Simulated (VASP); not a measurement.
Input of a VASP 6.6.1 run:

Contents of INCAR:

```
SYSTEM = Ti
PREC = Accurate
ENCUT = 520
EDIFF = 1E-6
ISMEAR = 1
SIGMA = 0.05
LREAL = .FALSE.
LASPH = .TRUE.
NELM = 80
ALGO = Normal
ISIF = 2
LWAVE = .FALSE.
LCHARG = .TRUE.
LELF = .TRUE.
LVHAR = .TRUE.
NBANDS = 32
```

KPOINTS

```
regular mesh
0
G
  10 10 10
  0 0 0
```

POSCAR

```
Ti
1.0
    4.0010757157      0.0000000000      0.0000000000
    0.0000000000      4.0010757157      0.0000000000
    0.0000000000      0.0000000000      4.0010757157
Ti
4
Direct
    0.0000000000      0.0000000000      0.0000000000
    0.0000000000      0.5000000000      0.5000000000
    0.5000000000      0.0000000000      0.5000000000
    0.5000000000      0.5000000000      0.0000000000
```

Potentials or basis: VASP PAW LDA potentials, release 64 (Ti_sv).

Run with:

```bash
$ cat potpaw_LDA.64/Ti_sv/POTCAR > POTCAR
$ mpirun -np 1 vasp_std > vasp.out
```

Task: What does it give for the pressure?

Result: -0.2 GPa.

Task: Estimate the band gap on the k mesh.

Result: Zero (band 24 reaches 9.76 eV, above the bottom of band 25 at 8.47 eV).
